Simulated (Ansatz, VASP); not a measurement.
# Si4S: VASP beside Ansatz

```
CELL_PARAMETERS angstrom
4.00144 0.00000 0.00000
-2.00072 3.46535 0.00000
0.00000 0.00000 6.90957
ATOMIC_POSITIONS crystal
Si 0.33333 0.66667 0.70490
Si 0.66667 0.33333 0.70490
Si 0.66667 0.33333 0.29510
Si 0.33333 0.66667 0.29510
S 0.00000 0.00000 0.00000
```

Alike in both runs: functional PBE; k mesh 6 × 6 × 4; occupations gaussian, width 0.1 eV; no spin polarisation.

Ansatz relaxed the structure, and its values are those at the end. VASP's run is a single point on that final structure, the one shown.

```csv
,VASP,Ansatz
version,VASP 6.6.1,Ansatz 0.2.0
potentials or method,"VASP PAW PBE potentials, release 64 (Si, S), cutoff 520 eV","scalar-relativistic, plane waves, PAW"
valence electrons in the cell,22,22
```

|  | VASP | Ansatz | Ansatz less VASP |
| --- | --- | --- | --- |
| gap on the k mesh at the Fermi level (eV) | none | none | - |
| pressure (GPa) | -0.1 | -0.1 | +0.07 |

A gap of «none» marks a metal or a gap that the smearing closes.
